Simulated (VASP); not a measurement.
# Li3Ta2O (P6/mmm) in VASP: relaxation of cell and atoms with PBE

Aim: the relaxation of cell and atoms of Li3Ta2O with PBE.

Program: VASP 6.6.1. These are calculated values, not measurements. Logs are shortened: lines on timing, memory, paths and dates and some standing lists are left out, and cuts for length are marked.

## Step 1: The cell of the first run

It takes space group P6/mmm (No. 191, hexagonal). Conventional cell: a = 4.640 Å, b = 4.640 Å, c = 5.195 Å, α = 90.00°, β = 90.00°, γ = 120.00°. Li (site symmetry mmm) has 4 Li at 2.32 Å and 4 Ta at 2.92 Å within 3.1 Å. Ta (site symmetry -6m2) has 3 O at 2.68 Å and 3 Ta at 2.68 Å and 6 Li at 2.92 Å within 3.5 Å. O (site symmetry 6/mmm) has 6 Ta at 2.68 Å and 12 Li at 3.48 Å within 3.5 Å.

## Step 2: Relaxation of cell and atoms, PBE

INCAR reads:

```
PREC     = Accurate       # precision mode
ENCUT    = 600            # plane-wave cutoff, eV
EDIFF    = 1E-6           # SCF threshold, eV
ISMEAR   = 0              # smearing method
SIGMA    = 0.1            # smearing width, eV
LREAL    = F              # projectors in reciprocal space
LASPH    = T              # aspherical terms in the spheres
NELM     = 60             # most SCF steps
ALGO     = Normal         # electronic algorithm
ISIF     = 3              # what is computed and relaxed
LWAVE    = F              # write WAVECAR
LCHARG   = F              # write CHGCAR
GGA      = PE             # functional
IBRION   = 2              # ionic algorithm
NSW      = 100            # ionic steps
EDIFFG   = -0.01          # ionic threshold
```

KPOINTS reads:

```
regular mesh
0
Gamma
  12 12 8
```

POSCAR reads:

```
Li3Ta2O
1.0
    4.6398025355      0.0000000000      0.0000000000
   -2.3199012677      4.0181868643      0.0000000000
    0.0000000000      0.0000000000      5.1949482328
Li Ta O
3 2 1
Direct
    0.5000000000      0.0000000000      0.5000000000
    0.5000000000      0.5000000000      0.5000000000
    0.0000000000      0.5000000000      0.5000000000
    0.3333333333      0.6666666667      0.0000000000
    0.6666666667      0.3333333333      0.0000000000
    0.0000000000      0.0000000000      0.0000000000
```

Potentials or basis: VASP PAW PBE potentials, release 64 (Li_sv, Ta_pv, O).

The run is started by

```sh
$ cat potpaw_PBE.64/Li_sv/POTCAR potpaw_PBE.64/Ta_pv/POTCAR potpaw_PBE.64/O/POTCAR > POTCAR
$ mpirun -np 1 vasp_std > vasp.out
```

OUTCAR:

```text
PREC = Accurate
   ENCUT = 600
   EDIFF = 1E-6
   ISMEAR = 0
   LREAL = F
   LASPH = T
   NELM = 60
   ISIF = 3
   GGA = PE
   IBRION = 2
   NSW = 100
   EDIFFG = -0.01

 ion  position               nearest neighbor table
   1  0.500  0.000  0.500-   2 2.32   2 2.32   3 2.32   3 2.32   4 2.92   5 2.92   4 2.92   5 2.92

   2  0.500  0.500  0.500-   1 2.32   1 2.32   3 2.32   3 2.32   4 2.92   5 2.92   4 2.92   5 2.92

   3  0.000  0.500  0.500-   2 2.32   2 2.32   1 2.32   1 2.32   4 2.92   5 2.92   4 2.92   5 2.92

   4  0.333  0.667  0.000-   6 2.68   5 2.68   5 2.68   6 2.68   6 2.68   5 2.68   1 2.92   1 2.92
                             3 2.92   3 2.92   2 2.92   2 2.92
   5  0.667  0.333  0.000-   6 2.68   4 2.68   4 2.68   6 2.68   6 2.68   4 2.68   1 2.92   1 2.92
                             3 2.92   3 2.92   2 2.92   2 2.92
   6  0.000  0.000  0.000-   4 2.68   5 2.68   4 2.68   5 2.68   5 2.68   4 2.68

  LATTYP: Found a hexagonal cell.
 ALAT       =     4.6398025355
 C/A-ratio  =     1.1196485611

  Lattice vectors:

 A1 = (   4.6398025355,   0.0000000000,   0.0000000000)
 A2 = (  -2.3199012677,   4.0181868643,   0.0000000000)
 A3 = (   0.0000000000,   0.0000000000,   5.1949482328)

Analysis of symmetry for initial positions (statically):
=====================================================================
 Subroutine PRICEL returns:
 Original cell was already a primitive cell.

 Routine SETGRP: Setting up the symmetry group for a
 hexagonal supercell.

 Subroutine GETGRP returns: Found 24 space group operations
 (whereof 24 operations were pure point group operations)
 out of a pool of 24 trial point group operations.

The static configuration has the point symmetry D_6h.

Analysis of symmetry for dynamics (positions and initial velocities):
=====================================================================
 Subroutine PRICEL returns:
 Original cell was already a primitive cell.

 Routine SETGRP: Setting up the symmetry group for a
 hexagonal supercell.

 Subroutine GETGRP returns: Found 24 space group operations
 (whereof 24 operations were pure point group operations)
 out of a pool of 24 trial point group operations.

The dynamic configuration has the point symmetry D_6h.

 Subroutine INISYM returns: Found 24 space group operations
 (whereof 24 operations are pure point group operations),
 and found     1 'primitive' translations

----------------------------------------------------------------------------------------

                                     Primitive cell

  volume of cell :      96.8525

  direct lattice vectors                    reciprocal lattice vectors
     4.639802536  0.000000000  0.000000000     0.215526414  0.124434233  0.000000000
    -2.319901268  4.018186864  0.000000000     0.000000000  0.248868466  0.000000000
     0.000000000  0.000000000  5.194948233     0.000000000  0.000000000  0.192494700

  length of vectors
     4.639802536  4.639802535  5.194948233     0.248868466  0.248868466  0.192494700

  position of ions in fractional coordinates (direct lattice)
     0.500000000  0.000000000  0.500000000
     0.500000000  0.500000000  0.500000000
     0.000000000  0.500000000  0.500000000
     0.333333333  0.666666667  0.000000000
     0.666666667  0.333333333  0.000000000
     0.000000000  0.000000000  0.000000000

  ion indices of the primitive-cell ions
   primitive index   ion index
                 1           1
                 2           2
[... 82 lines left out ...]
   ISIF   =      3    stress and relaxation
   ISYM   =      2    0-nonsym 1-usesym 2-fastsym
   POTIM  = 0.5000    time-step for ionic-motion
   TEBEG  =    0.0;   TEEND  =   0.0 temperature during run
   PSTRESS=    0.0 pullay stress
   NELECT =      37.0000    total number of electrons
   NUPDOWN=      -1.0000    fix difference up-down
   EMIN   =  10.00;   EMAX   =-10.00  energy-range for DOS
   EFERMI =   0.00;   METHOD = LEGACY
   ISMEAR =     0;   SIGMA  =   0.10  broadening in eV -4-tet -1-fermi 0-gaus
   EFERMI_NEDOS =   21; number of points for ismear=-14 and -15
   IALGO  =     38    algorithm
   IMIX   =      4    mixing-type and parameters
     AMIX     =   0.40;   BMIX     =  1.00
     AMIX_MAG =   1.60;   BMIX_MAG =  1.00
  volume/ion in A,a.u.               =      16.14       108.93
  Fermi-wavevector in a.u.,A,eV,Ry     =   1.187878  2.244764 19.198553  1.411054
  Thomas-Fermi vector in A             =   2.324020
   LORBIT       =      0    0 simple, 1 ext, 2 COOP (PROOUT), +10 PAW based schemes
   GGA     = PE    functional components
   LHFCALC =     F    Hartree Fock is set to
   AEXX    =    0.0000 exact exchange contribution
   IVDW    =     0    specifies the selected vdW correction
   LEPSILON=     F    determine dielectric tensor
   LRPA    =     F    only Hartree local field effects (RPA)
 conjugate gradient relaxation of ions
 non-spin polarized calculation
 Gauss-broadening in eV      SIGMA  =   0.10
  energy-cutoff  :      600.00
  volume of cell :       96.85
 maximum number of plane-waves:      3284
 NGX is ok and might be reduce to    40
   NGX = 19   NGY = 19   NGZ = 21

--------------------------------------- Ionic step        1  -------------------------------------------

 number of electron      37.0000014 magnetization

 Free energy of the ion-electron system (eV)
  ---------------------------------------------------
  ext. energy  EPLUGINS =         0.00000000
  ---------------------------------------------------
  free energy    TOTEN  =       -29.97796953 eV

  energy without entropy =      -29.95180315  energy(sigma->0) =      -29.96488634

------------------------ aborting loop because EDIFF is reached ----------------------------------------

  FORCE on cell =-STRESS in cart. coord.  units (eV):
  Direction    XX          YY          ZZ          XY          YZ          ZX
  --------------------------------------------------------------------------------------
  -------------------------------------------------------------------------------------
  Total        0.2876199      0.2876199      0.0651648      0.0000000     -0.0000000      0.0000000
  in kB        4.7579367      4.7579367      1.0779849      0.0000000     -0.0000000      0.0000000
  external PRESSURE =       3.5312861 kB  Pullay stress =       0.0000000 kB

 VOLUME and BASIS-vectors are now :
 -----------------------------------------------------------------------------
  energy-cutoff  :      600.00
  volume of cell :       96.85
      direct lattice vectors                 reciprocal lattice vectors
     4.639802536  0.000000000  0.000000000     0.215526414  0.124434233  0.000000000
    -2.319901268  4.018186864  0.000000000     0.000000000  0.248868466  0.000000000
     0.000000000  0.000000000  5.194948233     0.000000000  0.000000000  0.192494700

 POSITION                                       TOTAL-FORCE (eV/Angst)
 -----------------------------------------------------------------------------------
      2.31990      0.00000      2.59747         0.000000     -0.000000      0.000000
      1.15995      2.00909      2.59747         0.000000     -0.000000      0.000000
     -1.15995      2.00909      2.59747         0.000000     -0.000000      0.000000
     -0.00000      2.67879      0.00000        -0.000000      0.000000      0.000000
      2.31990      1.33940      0.00000         0.000000      0.000000      0.000000
      0.00000      0.00000      0.00000         0.000000     -0.000000      0.000000
 -----------------------------------------------------------------------------------
    total drift:                               -0.000000     -0.000000      0.000000

  FREE ENERGIE OF THE ION-ELECTRON SYSTEM (eV)
  ---------------------------------------------------
  free  energy   TOTEN  =       -29.9779695269 eV

  energy  without entropy=      -29.9518031550  energy(sigma->0) =      -29.96488634

--------------------------------------- Ionic step        2  -------------------------------------------

 number of electron      37.0000011 magnetization

 Free energy of the ion-electron system (eV)
  ---------------------------------------------------
  ext. energy  EPLUGINS =         0.00000000
  ---------------------------------------------------
  free energy    TOTEN  =       -29.97856413 eV

  energy without entropy =      -29.95236688  energy(sigma->0) =      -29.96546551

 E-fermi :   2.5043     XC(G=0):  -9.6492

 val. band max:        2.5026499586   @ k =   0.3333   0.0833   0.2500
 cond. band min:       2.5114031090   @ k =   0.1667   0.0000   0.3750
 fundamental gap:      0.0087531504
 Fermi energy:         2.5043292167

 k-point     1 :       0.0000    0.0000    0.0000
  band No.  band energies     occupation
      1     -43.2817      2.00000
      2     -43.1331      2.00000
      3     -43.1331      2.00000
      4     -31.9593      2.00000
      5     -31.9593      2.00000
      6     -31.5298      2.00000
[... 589 lines left out ...]
     21       3.1852      0.00000
     22       4.2141      0.00000

 [... further k-points ...]

------------------------ aborting loop because EDIFF is reached ----------------------------------------

  FORCE on cell =-STRESS in cart. coord.  units (eV):
  Direction    XX          YY          ZZ          XY          YZ          ZX
  --------------------------------------------------------------------------------------
  -------------------------------------------------------------------------------------
  Total       -0.0185763     -0.0185763     -0.0409578     -0.0000000      0.0000000      0.0000000
  in kB       -0.3057210     -0.3057210     -0.6740665     -0.0000000      0.0000000      0.0000000
  external PRESSURE =      -0.4285028 kB  Pullay stress =       0.0000000 kB

 VOLUME and BASIS-vectors are now :
 -----------------------------------------------------------------------------
  energy-cutoff  :      600.00
  volume of cell :       97.35
      direct lattice vectors                 reciprocal lattice vectors
     4.650532502  0.000000000  0.000000000     0.215029139  0.124147131  0.000000000
    -2.325266251  4.027479288  0.000000000    -0.000000000  0.248294263  0.000000000
     0.000000000 -0.000000000  5.197670145    -0.000000000 -0.000000000  0.192393894

 POSITION                                       TOTAL-FORCE (eV/Angst)
 -----------------------------------------------------------------------------------
      0.00000      4.02748      2.59884         0.000000     -0.000000     -0.000000
      1.16263      2.01374      2.59884        -0.000000     -0.000000     -0.000000
     -1.16263      2.01374      2.59884        -0.000000     -0.000000     -0.000000
     -0.00000      2.68499      0.00000        -0.000000     -0.000000     -0.000000
      2.32527      1.34249      0.00000         0.000000      0.000000      0.000000
     -2.32527      4.02748      0.00000        -0.000000     -0.000000     -0.000000
 -----------------------------------------------------------------------------------
    total drift:                               -0.000000     -0.000000      0.000000

  FREE ENERGIE OF THE ION-ELECTRON SYSTEM (eV)
  ---------------------------------------------------
  free  energy   TOTEN  =       -29.9785641291 eV

  energy  without entropy=      -29.9523668827  energy(sigma->0) =      -29.96546551

 reached required accuracy - stopping structural energy minimisation
```

Wall time 10 min (1 thread of Oxide Virtual Turin-like, shared host); peak memory 0.39 GiB.

Results:

* Free energy: -29.9786 eV
* Relaxed volume: 16.23 Å³/atom
* Relaxed cell: a = 4.651 Å, b = 4.651 Å, c = 5.198 Å, α = 90.00°, β = 90.00°, γ = 120.00°
* Space group after relaxing (to 0.05 Å): P6/mmm (No. 191)
* Energy gained by relaxing: 0.1 meV/atom
* Ionic steps: 2
* Pressure after relaxing: 0.0 GPa

The path:
| step | energy change (eV) | largest force (eV/Å) | pressure (GPa) | volume (Å³) |
| --- | --- | --- | --- | --- |
| 1 | 0.0000 | 0.0000 | 0.35 | 96.85 |
| 2 | -0.0006 | 0.0000 | -0.04 | 97.35 |

Final structure:
```yaml
crystal:
  lattice:
    - [4.65053, 0.00000, 0.00000]
    - [-2.32527, 4.02748, 0.00000]
    - [0.00000, 0.00000, 5.19767]
  atoms:
    - { symbol: Li, position: [0.50000, 0.00000, 0.50000] }
    - { symbol: Li, position: [0.50000, 0.50000, 0.50000] }
    - { symbol: Li, position: [0.00000, 0.50000, 0.50000] }
    - { symbol: Ta, position: [0.33333, 0.66667, 0.00000] }
    - { symbol: Ta, position: [0.66667, 0.33333, 0.00000] }
    - { symbol: O, position: [0.00000, 0.00000, 0.00000] }
```

Caveat: the cutoff is under 1.25 times the usual one of these potentials, so pressure, stress and relaxed cells hold a basis-set (Pulay) error; spin-orbit coupling is left out, which moves the levels of the heavy elements; an odd number of electrons without spin polarisation forces a metal; a magnetic or distorted state may lie lower.
